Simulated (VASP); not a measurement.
Wanted: the native input for a VASP 6.6.1 run.

* Task: single point
* Functional: PBE
* Potentials or basis: VASP PAW PBE potentials, release 64 (Ti_sv, O)
* Cutoff: 520 eV
* k mesh: 5 × 5 × 4
* Occupations: fermi-dirac, width 0.05 eV
* Spin: no spin polarisation
* Dipole correction: no
* Further INCAR settings: ALGO = Normal; EDIFF = 1e-07; NBANDS = 46

The structure of TiO2 lies in POSCAR:

```
TiO2
1.0
    5.4705782808      0.0000000000      0.0000000000
   -2.7352891404      4.7376597645      0.0000000000
    0.0000000000      0.0000000000      6.0824678800
Ti O
3 6
Direct
    0.4600621606      0.0000000000      0.3333333333
    0.0000000000      0.4600621606      0.6666666667
    0.5399378394      0.5399378394      0.0000000000
    0.5858463891      0.8680079967      0.1117487407
    0.7178383924      0.1319920033      0.5549179259
    0.2821616076      0.4141536109      0.7784154074
    0.8680079967      0.5858463891      0.8882512593
    0.1319920033      0.7178383924      0.4450820741
    0.4141536109      0.2821616076      0.2215845926
```

One way to write it, as run:

INCAR

```
SYSTEM = TiO2
  PREC = Accurate
  ENCUT = 520
  EDIFF = 1E-7
  ISMEAR = -1
  SIGMA = 0.05
  LREAL = .FALSE.
  LASPH = .TRUE.
  NELM = 100
  ALGO = Normal
  ISIF = 2
  LWAVE = .FALSE.
  LCHARG = .FALSE.
  GGA = PE
  NBANDS = 46
```

KPOINTS

```
regular mesh
0
G
  5 5 4
  0 0 0
```

Potentials or basis: VASP PAW PBE potentials, release 64 (Ti_sv, O).

Run with:

```bash
$ cat potpaw_PBE.64/Ti_sv/POTCAR potpaw_PBE.64/O/POTCAR > POTCAR
$ mpirun -np 1 vasp_std > vasp.out
```

It gave:

| Property | Result |
| --- | --- |
| Pressure | 1.9 GPa |
| Largest force | 0.048 eV/Å |
| Band gap on the k mesh | 3.58 eV, direct |

It took 3.7 min on 1 thread of AMD EPYC 7R43 64-Core Processor (Zen 3), on a shared host, peak memory 0.27 GiB.
